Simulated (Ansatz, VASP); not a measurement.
# Cu2BrCl in VASP and in Ansatz

```
Cu Br Cl
1.0
     1.85551    1.07128    6.04751
    -1.85551    1.07128    6.04751
     0.00000   -2.14256    6.04751
Cu Br Cl
2 1 1
Direct
  0.24840 0.24840 0.24840
  0.75160 0.75160 0.75160
  0.00000 0.00000 0.00000
  0.50000 0.50000 0.50000
```

Alike in both runs: task single point; functional r2SCAN; k mesh 4 × 4 × 4; no spin polarisation.

|  | VASP | Ansatz |
| --- | --- | --- |
| version | VASP 6.6.1 | Ansatz 0.2.0 |
| potentials or method | VASP PAW PBE potentials, release 64 (Cu, Br, Cl) | plane waves, PAW |
| plane-wave cutoff (eV) | 660 | 500 |
| occupations | gaussian, width 0.01 eV | fixed |
| valence electrons in the cell | 36 | 52 |

```tsv
	VASP	Ansatz	Ansatz less VASP
gap on the k mesh at the Fermi level (eV)	0.73	0.75	+0.025
```

VASP's potentials were made for PBE, not for r2SCAN. VASP's potentials hold 36 valence electrons a cell and Ansatz's 52, so a difference there can come from the potentials and not from the codes.

The k mesh is coarse, so the values compare programs but aren't converged.
